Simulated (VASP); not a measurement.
Wanted: the native input for a VASP 6.6.1 run.

```
Task                   : relaxation of cell and atoms
Functional             : PBE
Potentials or basis    : VASP PAW PBE potentials, release 64 (Y_sv)
Cutoff                 : 600 eV
k mesh                 : 16 × 16 × 16
Occupations            : fermi-dirac, width 0.1 eV
Spin                   : no spin polarisation
Dipole correction      : no
Further INCAR settings : ALGO = Normal; EDIFF = 1e-06; IBRION = 2; EDIFFG = -0.02; NSW = 80; ISIF = 3
```

The structure of Y lies in POSCAR:

```
Y
1.0
    2.0225168521      2.0225168521      2.0225168521
   -2.0225168521      2.0225168521      2.0225168521
   -2.0225168521     -2.0225168521      2.0225168521
Y
1
Direct
    0.0000000000      0.0000000000      0.0000000000
```

These files were run (other wordings do the same):

INCAR

```
PREC = Accurate ; ENCUT = 600
EDIFF = 1E-6 ; ISMEAR = -1
SIGMA = 0.1 ; LREAL = F
LASPH = T ; NELM = 100
ALGO = Normal ; ISIF = 3
LWAVE = F ; LCHARG = F
GGA = PE ; IBRION = 2
NSW = 80 ; EDIFFG = -0.02
```

KPOINTS

```
regular mesh
0
Gamma
  16 16 16
```

Potentials or basis: VASP PAW PBE potentials, release 64 (Y_sv).

Command:

```bash
$ cat potpaw_PBE.64/Y_sv/POTCAR > POTCAR
$ mpirun -np 1 vasp_std > vasp.out
```

It gave:

```json
{
 "Pressure after relaxing": "-0.1 GPa"
}
```

Caveat: the relaxation stopped at its first step, so nothing moved.

Run time: 30 s on 1 thread of Intel(R) Xeon(R) Platinum 8488C (Sapphire Rapids) (shared host), peak memory 0.22 GiB.
